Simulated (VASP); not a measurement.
# As in VASP: single point with PBE+D3(BJ)

Aim: the single point of As with PBE+D3(BJ).

All numbers are computed with VASP 6.6.1; they aren't measurements. Logs are shortened: lines on timing, memory, paths and dates and some standing lists are left out, and cuts for length are marked.

## (1) The cell of the first run

The cell holds a slab with vacuum, 6 atoms: a = 6.185 Å, b = 6.185 Å, c = 19.600 Å, α = 90.00°, β = 90.00°, γ = 120.00°.

## (2) Single point, PBE+D3(BJ)

Contents of INCAR:

```
SYSTEM = As
PREC = Accurate
ENCUT = 400
EDIFF = 1E-6
ISMEAR = 0
SIGMA = 0.04
LREAL = .False.
LASPH = .True.
NELM = 120
ALGO = Normal
ISIF = 2
LWAVE = .False.
LCHARG = .False.
LDIPOL = .True.
IDIPOL = 3
DIPOL = 0.5 0.5 0.586
GGA = PE
IVDW = 12
NBANDS = 24
GGA_COMPAT = .False.
NELMDL = -8
```

Contents of KPOINTS:

```
Automatic mesh
0
Gamma
  6 6 1
  0 0 0
```

Contents of POSCAR:

```
As
1.0
    6.1849724165      0.0000000000      0.0000000000
   -3.0924862082      5.3563432344      0.0000000000
    0.0000000000      0.0000000000     19.6000000000
As
6
Direct
    0.6666670000      0.6666670000      0.5515070423
    0.3356094299      1.0016512130      0.5505478326
    0.9988738966      0.3287332559      0.5498606714
    0.3309691583      0.3312541479      0.6221881468
    1.0025394660      0.6647988833      0.6206950959
    0.6667519129      1.0010376044      0.6226950334
```

Potentials or basis: VASP PAW PBE potentials, release 64 (As).

The run is started by

```bash
cat potpaw_PBE.64/As/POTCAR > POTCAR
mpirun -np 1 vasp_std > vasp.out
```

OUTCAR:

```text
SYSTEM = As
   PREC = Accurate
   ENCUT = 400
   EDIFF = 1E-6
   ISMEAR = 0
   LREAL = .False.
   LASPH = .True.
   NELM = 120
   ISIF = 2
   GGA = PE
   IVDW = 12
   NELMDL = -8
 IVDW          = 12

 ion  position               nearest neighbor table
   1  0.667  0.667  0.552-   5 2.49   6 2.49   4 2.50
   2  0.336  0.002  0.551-   5 2.49   4 2.49   6 2.49
   3  0.999  0.329  0.550-   4 2.49   5 2.49   6 2.49
   4  0.331  0.331  0.622-   2 2.49   3 2.49   1 2.50
   5  0.003  0.665  0.621-   1 2.49   2 2.49   3 2.49
   6  0.667  0.001  0.623-   3 2.49   2 2.49   1 2.49

  LATTYP: Found a hexagonal cell.
 ALAT       =     6.1849724165
 C/A-ratio  =     3.1689712872

  Lattice vectors:

 A1 = (   6.1849724165,   0.0000000000,   0.0000000000)
 A2 = (  -3.0924862082,   5.3563432344,   0.0000000000)
 A3 = (   0.0000000000,   0.0000000000,  19.6000000000)

Analysis of symmetry for initial positions (statically):
=====================================================================
 Subroutine PRICEL returns:
 Original cell was already a primitive cell.

 Routine SETGRP: Setting up the symmetry group for a
 hexagonal supercell.

 Subroutine GETGRP returns: Found  1 space group operations
 (whereof  1 operations were pure point group operations)
 out of a pool of 24 trial point group operations.

The static configuration has the point symmetry C_1 .

Analysis of symmetry for dynamics (positions and initial velocities):
=====================================================================
 Subroutine PRICEL returns:
 Original cell was already a primitive cell.

 Routine SETGRP: Setting up the symmetry group for a
 hexagonal supercell.

 Subroutine GETGRP returns: Found  1 space group operations
 (whereof  1 operations were pure point group operations)
 out of a pool of 24 trial point group operations.

The dynamic configuration has the point symmetry C_1 .

 Subroutine INISYM returns: Found  1 space group operations
 (whereof  1 operations are pure point group operations),
 and found     1 'primitive' translations

----------------------------------------------------------------------------------------

                                     Primitive cell

  volume of cell :     649.3252

  direct lattice vectors                    reciprocal lattice vectors
     6.184972416  0.000000000  0.000000000     0.161682209  0.093347267  0.000000000
    -3.092486208  5.356343234  0.000000000     0.000000000  0.186694533  0.000000000
     0.000000000  0.000000000 19.600000000     0.000000000  0.000000000  0.051020408

  length of vectors
     6.184972416  6.184972416 19.600000000     0.186694533  0.186694533  0.051020408

  position of ions in fractional coordinates (direct lattice)
     0.666667000  0.666667000  0.551507042
     0.335609430  0.001651213  0.550547833
     0.998873897  0.328733256  0.549860671
     0.330969158  0.331254148  0.622188147
     0.002539466  0.664798883  0.620695096
     0.666751913  0.001037604  0.622695033

  ion indices of the primitive-cell ions
   primitive index   ion index
                 1           1
                 2           2
                 3           3
                 4           4
                 5           5
                 6           6

----------------------------------------------------------------------------------------

 KPOINTS: Automatic mesh

Automatic generation of k-mesh.
 Grid dimensions read from file:
 generate k-points for:    6    6    1

 Generating k-lattice:

  Cartesian coordinates                     Fractional coordinates (reciprocal lattice)
     0.026947035  0.015557878  0.000000000     0.166666667  0.000000000  0.000000000
     0.000000000  0.031115756  0.000000000     0.000000000  0.166666667  0.000000000
     0.000000000  0.000000000  0.051020408     0.000000000  0.000000000  1.000000000

  Length of vectors
     0.031115756  0.031115756  0.051020408

  Shift w.r.t. Gamma in fractional coordinates (k-lattice)
     0.000000000  0.000000000  0.000000000

 Subroutine IBZKPT returns following result:
 ===========================================

 Found     20 irreducible k-points:

 Following reciprocal coordinates:
            Coordinates               Weight
  0.000000  0.000000  0.000000      1.000000
  0.166667  0.000000  0.000000      2.000000
  0.000000  0.166667  0.000000      2.000000
 -0.166667  0.166667  0.000000      2.000000
  0.333333  0.000000  0.000000      2.000000
  0.000000  0.333333  0.000000      2.000000
[... 12 lines left out ...]
  0.500000 -0.166667  0.000000      2.000000
  0.333333  0.333333  0.000000      2.000000
   k-points           NKPTS =     20   k-points in BZ     NKDIM =     20   number of bands    NBANDS=     24
   number of dos      NEDOS =    301   number of ions     NIONS =      6
   total plane-waves  NPLWV = 204800
   dimension x,y,z NGX =    40 NGY =   40 NGZ =  128
   dimension x,y,z NGXF=    80 NGYF=   80 NGZF=  256
   ions per type =               6
   NGX,Y,Z   is equivalent  to a cutoff of  10.75, 10.75, 10.86 a.u.
   NGXF,Y,Z  is equivalent  to a cutoff of  21.50, 21.50, 21.71 a.u.
 SYSTEM =  As
   PREC   = accura    normal or accurate (medium, high low for compatibility)
   ISTART =      0    job   : 0-new  1-cont  2-samecut
   ICHARG =      2    charge: 1-file 2-atom 10-const
   ISPIN  =      1    spin polarized calculation?
   LNONCOLLINEAR =      F non collinear calculations
   LSORBIT =      F    spin-orbit coupling
   LASPH  =      T    aspherical Exc in radial PAW
   ENCUT  =  400.0 eV  29.40 Ry    5.42 a.u.  10.09 10.09 31.96*2*pi/ulx,y,z
   NELM   =    120;   NELMIN=  2; NELMDL= -8     # of ELM steps
   EDIFF  = 0.1E-05   stopping-criterion for ELM
   LREAL  =      F    real-space projection
   EDIFFG = 0.1E-04   stopping-criterion for IOM
   NSW    =      0    number of steps for IOM
   IBRION =     -1    ionic relax: 0-MD 1-quasi-New 2-CG
   NFREE  =      0    steps in history (QN), initial steepest desc. (CG)
   ISIF   =      2    stress and relaxation
   ISYM   =      2    0-nonsym 1-usesym 2-fastsym
   POTIM  = 0.5000    time-step for ionic-motion
   TEBEG  =    0.0;   TEEND  =   0.0 temperature during run
   PSTRESS=    0.0 pullay stress
   NELECT =      30.0000    total number of electrons
   NUPDOWN=      -1.0000    fix difference up-down
   EMIN   =  10.00;   EMAX   =-10.00  energy-range for DOS
   EFERMI =   0.00;   METHOD = LEGACY
   ISMEAR =     0;   SIGMA  =   0.04  broadening in eV -4-tet -1-fermi 0-gaus
   EFERMI_NEDOS =   21; number of points for ismear=-14 and -15
   IALGO  =     38    algorithm
   IMIX   =      4    mixing-type and parameters
     AMIX     =   0.40;   BMIX     =  1.00
     AMIX_MAG =   1.60;   BMIX_MAG =  1.00
  volume/ion in A,a.u.               =     108.22       730.31
  Fermi-wavevector in a.u.,A,eV,Ry     =   0.587437  1.110095  4.695126  0.345082
  Thomas-Fermi vector in A             =   1.634310
   LORBIT       =      0    0 simple, 1 ext, 2 COOP (PROOUT), +10 PAW based schemes
   GGA     = PE    functional components
   LHFCALC =     F    Hartree Fock is set to
   AEXX    =    0.0000 exact exchange contribution
   IVDW    =    12    specifies the selected vdW correction
   LEPSILON=     F    determine dielectric tensor
   LRPA    =     F    only Hartree local field effects (RPA)
 non-spin polarized calculation
 Gauss-broadening in eV      SIGMA  =   0.04
  energy-cutoff  :      400.00
  volume of cell :      649.33
 maximum number of plane-waves:     11841
   NGX = 21   NGY = 21   NGZ = 63

 dipolmoment           0.000000      0.000000      0.000008 electrons x Angstroem

 number of electron      30.0000001 magnetization

 dipolmoment           0.000000      0.000000     -0.000000 electrons x Angstroem

 Free energy of the ion-electron system (eV)
  ---------------------------------------------------
  ext. energy  EPLUGINS =         0.00000000
  ---------------------------------------------------
  free energy    TOTEN  =       -27.98126448 eV

  energy without entropy =      -27.98126448  energy(sigma->0) =      -27.98126448

 E-fermi :  -3.1678     XC(G=0):  -2.6787

 val. band max:       -3.3353708351   @ k =   0.0000   0.0000   0.0000
 cond. band min:      -1.7944393200   @ k =   0.3333   0.3333   0.0000
 fundamental gap:      1.5409315152
 Fermi energy:        -3.1678437013

 k-point     1 :       0.0000    0.0000    0.0000
  band No.  band energies     occupation
      1     -17.0248      2.00000
      2     -13.3867      2.00000
      3     -13.3822      2.00000
      4     -13.3751      2.00000
      5     -13.3561      2.00000
      6     -10.6120      2.00000
[... 16 lines left out ...]
     23       1.2460      0.00000
     24       1.2575      0.00000

 k-point     2 :       0.1667    0.0000    0.0000
  band No.  band energies     occupation
      1     -16.8986      2.00000
      2     -14.2174      2.00000
      3     -14.0013      2.00000
      4     -12.8145      2.00000
      5     -12.5575      2.00000
      6     -10.5886      2.00000
[... 16 lines left out ...]
     23       0.9638      0.00000
     24       1.5471      0.00000

 k-point     3 :       0.0000    0.1667    0.0000
  band No.  band energies     occupation
      1     -16.8988      2.00000
      2     -14.2211      2.00000
      3     -13.9942      2.00000
      4     -12.8250      2.00000
      5     -12.5509      2.00000
      6     -10.5882      2.00000
[... 16 lines left out ...]
     23       0.9617      0.00000
     24       1.5423      0.00000

 k-point     4 :      -0.1667    0.1667    0.0000
  band No.  band energies     occupation
      1     -16.8986      2.00000
      2     -14.2173      2.00000
      3     -14.0014      2.00000
      4     -12.8144      2.00000
      5     -12.5577      2.00000
      6     -10.5884      2.00000
[... 16 lines left out ...]
     23       0.9648      0.00000
     24       1.5421      0.00000

 k-point     5 :       0.3333    0.0000    0.0000
  band No.  band energies     occupation
      1     -16.5248      2.00000
      2     -15.1227      2.00000
      3     -14.3872      2.00000
      4     -12.5901      2.00000
      5     -11.6520      2.00000
      6     -10.6030      2.00000
[... 16 lines left out ...]
     23       1.2973      0.00000
     24       1.5455      0.00000

 k-point     6 :       0.0000    0.3333    0.0000
  band No.  band energies     occupation
      1     -16.5253      2.00000
      2     -15.1246      2.00000
      3     -14.3798      2.00000
      4     -12.6024      2.00000
      5     -11.6467      2.00000
      6     -10.6011      2.00000
[... 16 lines left out ...]
     23       1.2960      0.00000
     24       1.5450      0.00000
[... 271 lines left out ...]
 k-point    17 :      -0.3333    0.5000    0.0000
  band No.  band energies     occupation
      1     -16.1605      2.00000
      2     -15.4624      2.00000
      3     -14.8778      2.00000
      4     -12.0964      2.00000
      5     -11.3705      2.00000
      6     -10.7645      2.00000
[... 16 lines left out ...]
     23       1.0695      0.00000
     24       1.1775      0.00000

 k-point    18 :       0.1667    0.3333    0.0000
  band No.  band energies     occupation
      1     -16.1611      2.00000
      2     -15.4642      2.00000
      3     -14.8733      2.00000
      4     -12.1059      2.00000
      5     -11.3640      2.00000
      6     -10.7638      2.00000
[... 16 lines left out ...]
     23       1.0579      0.00000
     24       1.1773      0.00000

 k-point    19 :       0.5000   -0.1667    0.0000
  band No.  band energies     occupation
      1     -16.1598      2.00000
      2     -15.4640      2.00000
      3     -14.8772      2.00000
      4     -12.0973      2.00000
      5     -11.3663      2.00000
      6     -10.7675      2.00000
[... 16 lines left out ...]
     23       1.0644      0.00000
     24       1.1830      0.00000

 k-point    20 :       0.3333    0.3333    0.0000
  band No.  band energies     occupation
      1     -15.6003      2.00000
      2     -15.5869      2.00000
      3     -15.5587      2.00000
      4     -11.3155      2.00000
      5     -11.3043      2.00000
      6     -11.2801      2.00000
[... 16 lines left out ...]
     23       1.2186      0.00000
     24       1.2479      0.00000

------------------------ aborting loop because EDIFF is reached ----------------------------------------

 vacuum level on the upper side and lower side of the slab       (xc-potential included)        -0.091        -0.092

 Edisp (eV)   -1.27255

 E8    (eV) :    -0.5769

  FORCE on cell =-STRESS in cart. coord.  units (eV):
  Direction    XX          YY          ZZ          XY          YZ          ZX
  --------------------------------------------------------------------------------------
  -------------------------------------------------------------------------------------
  Total       0.27014     0.22906     0.46928    -0.00058    -0.00130     0.06208
  in kB       0.66656     0.56521     1.15794    -0.00143    -0.00321     0.15317
  external pressure =        0.80 kB  Pullay stress =        0.00 kB

 VOLUME and BASIS-vectors are now :
 -----------------------------------------------------------------------------
  energy-cutoff  :      400.00
  volume of cell :      649.33
      direct lattice vectors                 reciprocal lattice vectors
     6.184972416  0.000000000  0.000000000     0.161682209  0.093347267  0.000000000
    -3.092486208  5.356343234  0.000000000     0.000000000  0.186694533  0.000000000
     0.000000000  0.000000000 19.600000000     0.000000000  0.000000000  0.051020408

 POSITION                                       TOTAL-FORCE (eV/Angst)
 -----------------------------------------------------------------------------------
      2.06166      3.57090     10.80954        -0.063860     -0.012489     -0.127201
      2.07063      0.00884     10.79074         0.024678     -0.020426     -0.139122
      5.16140      1.76081     10.77727        -0.005036      0.033394     -0.091834
      1.02264      1.77431     12.19489         0.030730      0.029118      0.099733
     -2.04017      3.56089     12.16562        -0.020788     -0.008904      0.190427
      4.12063      0.00556     12.20482         0.034276     -0.020694      0.067997
 -----------------------------------------------------------------------------------
    total drift:                               -0.000087     -0.000381      0.000007

  FREE ENERGIE OF THE ION-ELECTRON SYSTEM (eV)
  ---------------------------------------------------
  free  energy   TOTEN  =       -29.2538098016 eV

  energy  without entropy=      -29.2538098016  energy(sigma->0) =      -29.25380980

 vacuum level on the upper side and lower side of the slab         1.892         1.891
```

It took 12 min on 1 thread of Intel Xeon 8259CL, shared host; peak memory 0.55 GiB.

What came out:

```
Free energy                : -29.2538 eV
Largest force              : 0.192 eV/Å
Band gap on the k mesh     : 1.54 eV
Dispersion energy per atom : -0.212 eV
```

Forces in eV/Å, atoms in the order of the input:
```
As  -0.064 -0.012 -0.127
As   0.025 -0.020 -0.139
As  -0.005  0.033 -0.092
As   0.031  0.029  0.100
As  -0.021 -0.009  0.190
As   0.034 -0.021  0.068
```
